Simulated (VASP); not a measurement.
InAs, 16 atoms in the cell. The cell holds a slab with vacuum, 16 atoms: a = 8.644 Å, b = 8.644 Å, c = 20.411 Å, α = 90.00°, β = 90.00°, γ = 120.00°. 

| Item | Value |
| --- | --- |
| Program | VASP 6.6.1 |
| Task | single point |
| Functional | PBE |
| Dispersion | D3(BJ) |
| Potentials or basis | VASP PAW PBE potentials, release 64 (As, In_d) |
| Cutoff | 520 eV |
| k mesh | 3 × 3 × 1 |
| Occupations | gaussian, width 0.1 eV |
| Spin | no spin polarisation |
| Dipole correction | yes |
| Further INCAR settings | LREAL = Auto; ALGO = Normal; EDIFF = 1e-06; NBANDS = 86 |

Potentials or basis: VASP PAW PBE potentials, release 64 (As, In_d).

Command:

```sh
$ cat potpaw_PBE.64/As/POTCAR potpaw_PBE.64/In_d/POTCAR > POTCAR
$ mpirun -np 1 vasp_std > vasp.out
```

Hardware: 1 thread of AMD EPYC 9R45 96-Core Processor (Zen 5), on a shared host.

Problem. How long does it take, and how much memory?

Solution. Run time: 16 min on 1 thread of AMD EPYC 9R45 96-Core Processor (Zen 5), with other jobs on the host, peak memory 1.2 GiB. Counts: scf iterations 29, k points 3.
